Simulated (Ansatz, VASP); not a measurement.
# Sn in VASP and in Ansatz

```
Sn
1.0
     0.09737    3.29428    3.29428
     3.29428    0.09737    3.29428
     3.29428    3.29428    0.09737
Sn
2
Direct
  0.50000 0.50000 0.50000
  0.75000 0.75000 0.75000
```

Change from the starting cell: equal xy, yz and zx shear strains of +3 %, crystal datasets.

Alike in both runs: task electric field gradients; functional PBE; k mesh 9 × 9 × 9; occupations fermi-dirac, width 0.03 eV; no spin polarisation.

|  | VASP | Ansatz |
| --- | --- | --- |
| version | VASP 6.6.1 | Ansatz 0.2.0 |
| potentials or method | VASP PAW PBE potentials, release 64 (Sn_d), cutoff 520 eV | all-electron PAW with datasets made for the crystal, scalar-relativistic |

```csv
,VASP,Ansatz,Ansatz less VASP
pressure (GPa),3.4,3.4,+0.06
"traceless stress, the component that is largest in VASP (GPa)",-1.50,-1.50,-0.002
rms of the force components (eV/Å),0.256,0.256,+0.0004
size of Vzz on the site where it differs most (V/Å²),43.3,42.4,-0.86
```

Atom by atom the forces differ by 0.000 eV/Å (rms over components). Ansatz ran all-electron here, and VASP with PAW potentials.
